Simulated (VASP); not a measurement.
Input of a VASP 6.6.1 run:

INCAR

```
  PREC = Accurate
  ENCUT = 520
  EDIFF = 1E-6
  ISMEAR = 0
  SIGMA = 0.1
  LREAL = False
  LASPH = True
  NELM = 100
  ALGO = Normal
  ISIF = 2
  LWAVE = False
  LCHARG = False
  GGA = PE
  NBANDS = 29
```

Contents of KPOINTS:

```
regular mesh
0
Gamma
  15 15 4
```

File POSCAR:

```
B2Pb
1.0
    3.2398234676      0.0000000000      0.0000000000
   -1.6199117338      2.8057694267      0.0000000000
    0.0000000000      0.0000000000      9.5567971571
B Pb
4 2
Direct
    0.0000000000      0.0000000000      0.5819465976
    0.0000000000      0.0000000000      0.0000000000
    0.0000000000      0.0000000000      0.4180534024
    0.6666666667      0.3333333333      0.5000000000
    0.3333333333      0.6666666667      0.7995828234
    0.3333333333      0.6666666667      0.2004171766
```

Potentials or basis: VASP PAW PBE potentials, release 64 (B, Pb_d).

Command:

```bash
$ cat potpaw_PBE.64/B/POTCAR potpaw_PBE.64/Pb_d/POTCAR > POTCAR
$ mpirun -np 1 vasp_std > vasp.out
```

Problem. What does it give for the band gap on the k mesh?

Solution. Zero (bands 20 and 21 overlap by 4.47 eV).

Problem. What does it give for the largest force?

Solution. 0.019 eV/Å.

Problem. What does it give for the pressure?

Solution. 0.0 GPa.

Stress tensor (GPa, compression positive):
```
-0.06  0.00  0.00
 0.00 -0.06  0.00
 0.00  0.00  0.02
```

Caveat: spin-orbit coupling is left out, which moves the levels of the heavy elements.
